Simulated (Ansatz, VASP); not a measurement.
NaI: VASP beside Ansatz

The input INCAR:

```
SYSTEM = NaI
PREC = Accurate
ENCUT = 520
EDIFF = 1E-8
ISMEAR = -1
SIGMA = 0.02
LREAL = .False.
LASPH = .True.
NELM = 100
ALGO = Normal
ISIF = 2
LWAVE = .False.
LCHARG = .False.
GGA = PE
LEFG = .True.
NBANDS = 14
```

The input KPOINTS:

```
Automatic mesh
0
Gamma
  8 8 8
  0 0 0
```

File POSCAR:

```
NaI
1.0
    0.0000000000      3.2364000000      3.2364000000
    3.2364000000      0.0000000000      3.2364000000
    3.2364000000      3.2364000000      0.0000000000
Na I
1 1
Direct
    0.0000000000      0.0000000000      0.0000000000
    0.5000000000      0.5000000000      0.5000000000
```

Input for Ansatz:

```yaml
crystal:
  lattice:
    - [0.0, 3.2364, 3.2364]
    - [3.2364, 0.0, 3.2364]
    - [3.2364, 3.2364, 0.0]
  atoms:
    - { symbol: Na, position: [0.0, 0.0, 0.0] }
    - { symbol: I, position: [0.5, 0.5, 0.5] }
kpoints:
  mp_grid: { grid: [8, 8, 8] }
  band_path:
    path:
      - [0.0, 0.0, 0.0]
      - [0.5, 0.0, 0.5]
      - [0.625, 0.25, 0.625]
      - [0.375, 0.375, 0.75]
      - [0.0, 0.0, 0.0]
      - [0.5, 0.5, 0.5]
      - [0.5, 0.25, 0.75]
      - [0.5, 0.0, 0.5]
    npoints: 8
scf:
  occupations: { method: fermi_dirac, width: 0.02 }
hamiltonian:
  xc: pbe
  pseudopotentials: { kind: all_electron, datasets: crystal }
output:
  forces: true
  stress: true
  eigenvalues: true
  efg: { contact_densities: true }
```

Alike in both runs: task electric field gradients; functional PBE; k mesh 8 × 8 × 8; occupations fermi-dirac, width 0.02 eV; no spin polarisation.

```csv
,VASP,Ansatz
version,VASP 6.6.1,Ansatz 0.2.0
potentials or method,"VASP PAW PBE potentials, release 64 (Na_pv, I), cutoff 520 eV","all-electron PAW with datasets made for the crystal, scalar-relativistic"
```

```tsv
	VASP	Ansatz	Ansatz less VASP
gap on the k mesh at the Fermi level (eV)	3.64	3.64	+0.004
pressure (GPa)	0.4	0.4	0.00
```

Ansatz ran all-electron here, and VASP with PAW potentials.

Neither program's run includes spin-orbit coupling.
